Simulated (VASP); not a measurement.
# NaH4 (C2) in VASP: single point with PBE

Aim: the single point of NaH4 with PBE.

All numbers are computed with VASP 6.6.1; they aren't measurements. Logs are shortened: lines on timing, memory, paths and dates and some standing lists are left out, and cuts for length are marked.

## 1. The cell of the first run

The structure is monoclinic, space group C2 (No. 5). Conventional cell: a = 3.435 Å, b = 5.351 Å, c = 5.139 Å, α = 90.00°, β = 90.45°, γ = 90.00°. Within 2.4 Å of Na (site symmetry 2) lie 10 H at 1.68 to 2.33 Å. Within 1.4 Å of H (site symmetry 2) lie 3 H at 1.07 to 1.32 Å. Within 1.8 Å of H (site symmetry 1) lie 1 H at 1.32 Å and 1 Na at 1.68 Å. Within 1.4 Å of H (site symmetry 2) lie 1 H at 1.07 Å.

The cell was built from a structure type or drawn by symmetry, and may not be a known phase.

## 2. Single point, PBE

Contents of INCAR:

```
PREC = Accurate
ENCUT = 520
EDIFF = 1E-7
ISMEAR = 0
SIGMA = 0.1
LREAL = F
LASPH = T
NELM = 60
ALGO = Normal
ISIF = 2
LWAVE = F
LCHARG = F
GGA = PE
NBANDS = 14
```

Contents of KPOINTS:

```
Automatic mesh
0
Gamma
  6 6 4
```

Contents of POSCAR:

```
NaH4
1.0
    1.7174018900     -2.6755716300      0.0000000000
    1.7174018900      2.6755716300      0.0000000000
   -0.0402918800      0.0000000000      5.1384615400
Na H
1 4
Direct
    0.9074533400      0.0925466600      0.5000000000
    0.5286610300      0.4713389700      0.5000000000
    0.6084879500      0.2705912800      0.2914578600
    0.7294087200      0.3915120500      0.7085421400
    0.3289787800      0.6710212200      0.5000000000
```

Potentials or basis: VASP PAW PBE potentials, release 64 (Na_pv, H).

Launch:

```bash
$ cat potpaw_PBE.64/Na_pv/POTCAR potpaw_PBE.64/H/POTCAR > POTCAR
$ mpirun -np 1 vasp_std > vasp.out
```

OUTCAR:

```text
PREC = Accurate
   ENCUT = 520
   EDIFF = 1E-7
   ISMEAR = 0
   LREAL = F
   LASPH = T
   NELM = 60
   ISIF = 2
   GGA = PE

 ion  position               nearest neighbor table
   1  0.907  0.093  0.500-   3 1.68   4 1.68   5 1.77   5 1.77   2 1.84   2 1.84
   2  0.529  0.471  0.500-   1 1.84   1 1.84
   3  0.608  0.271  0.291-   1 1.68
   4  0.729  0.392  0.709-   1 1.68
   5  0.329  0.671  0.500-   1 1.77   1 1.77

  LATTYP: Found a base centered monoclinic cell.
 ALAT       =     3.4348037800
 B/A-ratio  =     1.5579181819
 C/A-ratio  =     1.4960445591
 COS(beta)  =    -0.0078409931

  Lattice vectors:

 A1 = (   1.7174018900,  -2.6755716300,   0.0000000000)
 A2 = (   1.7174018900,   2.6755716300,   0.0000000000)
 A3 = (  -0.0402918800,   0.0000000000,   5.1384615400)

Analysis of symmetry for initial positions (statically):
=====================================================================
 Subroutine PRICEL returns:
 Original cell was already a primitive cell.

 Routine SETGRP: Setting up the symmetry group for a
 base centered monoclinic supercell.

 Subroutine GETGRP returns: Found  2 space group operations
 (whereof  2 operations were pure point group operations)
 out of a pool of  4 trial point group operations.

The static configuration has the point symmetry C_2 .

Analysis of symmetry for dynamics (positions and initial velocities):
=====================================================================
 Subroutine PRICEL returns:
 Original cell was already a primitive cell.

 Routine SETGRP: Setting up the symmetry group for a
 base centered monoclinic supercell.

 Subroutine GETGRP returns: Found  2 space group operations
 (whereof  2 operations were pure point group operations)
 out of a pool of  4 trial point group operations.

The dynamic configuration has the point symmetry C_2 .

 Subroutine INISYM returns: Found  2 space group operations
 (whereof  2 operations are pure point group operations),
 and found     1 'primitive' translations

----------------------------------------------------------------------------------------

                                     Primitive cell

  volume of cell :      47.2228

  direct lattice vectors                    reciprocal lattice vectors
     1.717401890 -2.675571630  0.000000000     0.291137446 -0.186875954  0.002282877
     1.717401890  2.675571630  0.000000000     0.291137446  0.186875954  0.002282877
    -0.040291880  0.000000000  5.138461540     0.000000000  0.000000000  0.194610778

  length of vectors
     3.179332131  3.179332131  5.138619507     0.345960758  0.345960758  0.194610778

  position of ions in fractional coordinates (direct lattice)
     0.907453340  0.092546660  0.500000000
     0.528661030  0.471338970  0.500000000
     0.608487950  0.270591280  0.291457860
     0.729408720  0.391512050  0.708542140
     0.328978780  0.671021220  0.500000000

  ion indices of the primitive-cell ions
   primitive index   ion index
                 1           1
                 2           2
                 3           3
                 4           4
                 5           5

----------------------------------------------------------------------------------------

 KPOINTS: Automatic mesh

Automatic generation of k-mesh.
 Grid dimensions read from file:
 generate k-points for:    6    6    4

 Generating k-lattice:

  Cartesian coordinates                     Fractional coordinates (reciprocal lattice)
     0.048522908 -0.031145992  0.000380479     0.166666667  0.000000000  0.000000000
     0.048522908  0.031145992  0.000380479     0.000000000  0.166666667  0.000000000
     0.000000000  0.000000000  0.048652695     0.000000000  0.000000000  0.250000000

  Length of vectors
     0.057660126  0.057660126  0.048652695

  Shift w.r.t. Gamma in fractional coordinates (k-lattice)
     0.000000000  0.000000000  0.000000000

 Subroutine IBZKPT returns following result:
 ===========================================

 Found     47 irreducible k-points:

 Following reciprocal coordinates:
            Coordinates               Weight
  0.000000  0.000000  0.000000      1.000000
  0.166667  0.000000 -0.000000      4.000000
  0.333333  0.000000  0.000000      4.000000
  0.500000  0.000000  0.000000      2.000000
  0.166667  0.166667 -0.000000      2.000000
  0.333333  0.166667  0.000000      4.000000
[... 16 lines left out ...]
 -0.333333  0.166667  0.250000      4.000000
 -0.166667  0.166667  0.250000      4.000000
 [... further k-points ...]
   k-points           NKPTS =     47   k-points in BZ     NKDIM =     47   number of bands    NBANDS=     14
   number of dos      NEDOS =    301   number of ions     NIONS =      5
   total plane-waves  NPLWV =  23040
   dimension x,y,z NGX =    24 NGY =   24 NGZ =   40
   dimension x,y,z NGXF=    48 NGYF=   48 NGZF=   80
   ions per type =               1   4
   NGX,Y,Z   is equivalent  to a cutoff of  12.55, 12.55, 12.94 a.u.
   NGXF,Y,Z  is equivalent  to a cutoff of  25.10, 25.10, 25.88 a.u.
 SYSTEM =  unknown system
   PREC   = accura    normal or accurate (medium, high low for compatibility)
   ISTART =      0    job   : 0-new  1-cont  2-samecut
   ICHARG =      2    charge: 1-file 2-atom 10-const
   ISPIN  =      1    spin polarized calculation?
   LNONCOLLINEAR =      F non collinear calculations
   LSORBIT =      F    spin-orbit coupling
   LASPH  =      T    aspherical Exc in radial PAW
   ENCUT  =  520.0 eV  38.22 Ry    6.18 a.u.   5.91  5.91  9.55*2*pi/ulx,y,z
   NELM   =     60;   NELMIN=  2; NELMDL= -5     # of ELM steps
   EDIFF  = 0.1E-06   stopping-criterion for ELM
   LREAL  =      F    real-space projection
   EDIFFG = 0.1E-05   stopping-criterion for IOM
   NSW    =      0    number of steps for IOM
   IBRION =     -1    ionic relax: 0-MD 1-quasi-New 2-CG
   NFREE  =      0    steps in history (QN), initial steepest desc. (CG)
   ISIF   =      2    stress and relaxation
   ISYM   =      2    0-nonsym 1-usesym 2-fastsym
   POTIM  = 0.5000    time-step for ionic-motion
   TEBEG  =    0.0;   TEEND  =   0.0 temperature during run
   PSTRESS=    0.0 pullay stress
   NELECT =      11.0000    total number of electrons
   NUPDOWN=      -1.0000    fix difference up-down
   EMIN   =  10.00;   EMAX   =-10.00  energy-range for DOS
   EFERMI =   0.00;   METHOD = LEGACY
   ISMEAR =     0;   SIGMA  =   0.10  broadening in eV -4-tet -1-fermi 0-gaus
   EFERMI_NEDOS =   21; number of points for ismear=-14 and -15
   IALGO  =     38    algorithm
   IMIX   =      4    mixing-type and parameters
     AMIX     =   0.40;   BMIX     =  1.00
     AMIX_MAG =   1.60;   BMIX_MAG =  1.00
  volume/ion in A,a.u.               =       9.44        63.74
  Fermi-wavevector in a.u.,A,eV,Ry     =   1.007292  1.903505 13.804964  1.014636
  Thomas-Fermi vector in A             =   2.140087
   LORBIT       =      0    0 simple, 1 ext, 2 COOP (PROOUT), +10 PAW based schemes
   GGA     = PE    functional components
   LHFCALC =     F    Hartree Fock is set to
   AEXX    =    0.0000 exact exchange contribution
   IVDW    =     0    specifies the selected vdW correction
   LEPSILON=     F    determine dielectric tensor
   LRPA    =     F    only Hartree local field effects (RPA)
 non-spin polarized calculation
 Gauss-broadening in eV      SIGMA  =   0.10
  energy-cutoff  :      520.00
  volume of cell :       47.22
 maximum number of plane-waves:      1294
   NGX = 11   NGY = 11   NGZ = 19

 number of electron      10.9999995 magnetization

 Free energy of the ion-electron system (eV)
  ---------------------------------------------------
  ext. energy  EPLUGINS =         0.00000000
  ---------------------------------------------------
  free energy    TOTEN  =        -9.70504543 eV

  energy without entropy =       -9.69452340  energy(sigma->0) =       -9.69978442

 E-fermi :  -1.8068     XC(G=0):  -7.1861

 val. band max:       -1.8395873404   @ k =  -0.1667   0.5000   0.2500
 cond. band min:      -1.8059289749   @ k =   0.5000   0.0000   0.2500
 fundamental gap:      0.0336583655
 Fermi energy:        -1.8068153550

 k-point     1 :       0.0000    0.0000    0.0000
  band No.  band energies     occupation
      1     -24.0616      2.00000
      2     -24.0325      2.00000
      3     -24.0101      2.00000
      4     -10.4390      2.00000
      5      -2.9272      2.00000
      6      -0.9411      0.00000
      7       3.1552      0.00000
      8       7.4259      0.00000
      9       9.4322      0.00000
     10      11.9672      0.00000
     11      12.5807      0.00000
     12      13.6414      0.00000
     13      15.9381      0.00000
     14      16.6574      0.00000

 k-point     2 :       0.1667    0.0000   -0.0000
  band No.  band energies     occupation
      1     -24.1150      2.00000
      2     -24.0286      2.00000
      3     -24.0239      2.00000
      4     -10.0300      2.00000
      5      -2.7068      2.00000
      6      -1.1346      0.00000
      7       2.4477      0.00000
      8       7.2959      0.00000
      9       9.2108      0.00000
     10       9.9767      0.00000
     11      12.8837      0.00000
     12      14.3182      0.00000
     13      14.8433      0.00000
     14      15.6708      0.00000
[... 343 lines left out ...]
      1     -24.1656      2.00000
      2     -24.0726      2.00000
      3     -24.0132      2.00000
      4      -9.1420      2.00000
      5      -2.8393      2.00000
      6      -2.1943      2.00000
      7       3.6682      0.00000
      8       5.9739      0.00000
      9       8.0349      0.00000
     10       9.9106      0.00000
     11      11.3700      0.00000
     12      12.1071      0.00000
     13      13.8682      0.00000
     14      15.6119      0.00000

 k-point    24 :      -0.1667    0.1667    0.2500
  band No.  band energies     occupation
      1     -24.0743      2.00000
      2     -24.0638      2.00000
      3     -24.0240      2.00000
      4      -9.9166      2.00000
      5      -3.1945      2.00000
      6      -1.2252      0.00000
      7       3.4287      0.00000
      8       7.3432      0.00000
      9       8.9932      0.00000
     10      10.4505      0.00000
     11      11.6741      0.00000
     12      13.5989      0.00000
     13      14.5213      0.00000
     14      14.9541      0.00000

 [... further k-points ...]

------------------------ aborting loop because EDIFF is reached ----------------------------------------

  FORCE on cell =-STRESS in cart. coord.  units (eV):
  Direction    XX          YY          ZZ          XY          YZ          ZX
  --------------------------------------------------------------------------------------
  -------------------------------------------------------------------------------------
  Total        7.5971558      5.7027168      1.1522633      0.0000000      0.0000000      1.0601251
  in kB      257.7567176    193.4820858     39.0940530      0.0000000      0.0000000     35.9679807
  external PRESSURE =     163.4442855 kB  Pullay stress =       0.0000000 kB

 VOLUME and BASIS-vectors are now :
 -----------------------------------------------------------------------------
  energy-cutoff  :      520.00
  volume of cell :       47.22
      direct lattice vectors                 reciprocal lattice vectors
     1.717401890 -2.675571630  0.000000000     0.291137446 -0.186875954  0.002282877
     1.717401890  2.675571630  0.000000000     0.291137446  0.186875954  0.002282877
    -0.040291880  0.000000000  5.138461540     0.000000000  0.000000000  0.194610778

 POSITION                                       TOTAL-FORCE (eV/Angst)
 -----------------------------------------------------------------------------------
      1.69726     -2.18034      2.56923        -0.000000     -3.861437      0.000000
      1.69726     -0.15337      2.56923        -0.000000      0.172147      0.000000
      1.49799     -0.90407      1.49765        -0.470858      1.812070     -0.889751
      1.89652     -0.90407      3.64082         0.470858      1.812070      0.889751
      1.69726      0.91516      2.56923        -0.000000      0.065150      0.000000
 -----------------------------------------------------------------------------------
    total drift:                               -0.000000     -0.000460     -0.000000

  FREE ENERGIE OF THE ION-ELECTRON SYSTEM (eV)
  ---------------------------------------------------
  free  energy   TOTEN  =        -9.7050454324 eV

  energy  without entropy=       -9.6945233978  energy(sigma->0) =       -9.69978442
```

It took 48 s on 1 thread of AMD EPYC 7R13, shared host; peak memory 0.13 GiB.

What came out:

| Property | Result |
| --- | --- |
| Free energy | -9.7050 eV |
| Pressure | 16.3 GPa |
| Largest force | 3.861 eV/Å |
| Band gap on the k mesh | zero (an odd number of electrons rules out a gap without spin polarisation) |

Forces in eV/Å, atoms in the order of the input:
```
Na   0.000 -3.861  0.000
H    0.000  0.172  0.000
H   -0.471  1.812 -0.890
H    0.471  1.812  0.890
H    0.000  0.065  0.000
```

Stress tensor (GPa, compression positive):
```
25.78  0.00  3.60
 0.00 19.35  0.00
 3.60  0.00  3.91
```

Caveat: the k points lie up to 0.36 Å⁻¹ apart, too coarse for converged energies and pressures of a metal; forces of over 1 eV/Å act on the atoms, so gaps and moduli don't describe the material at rest.
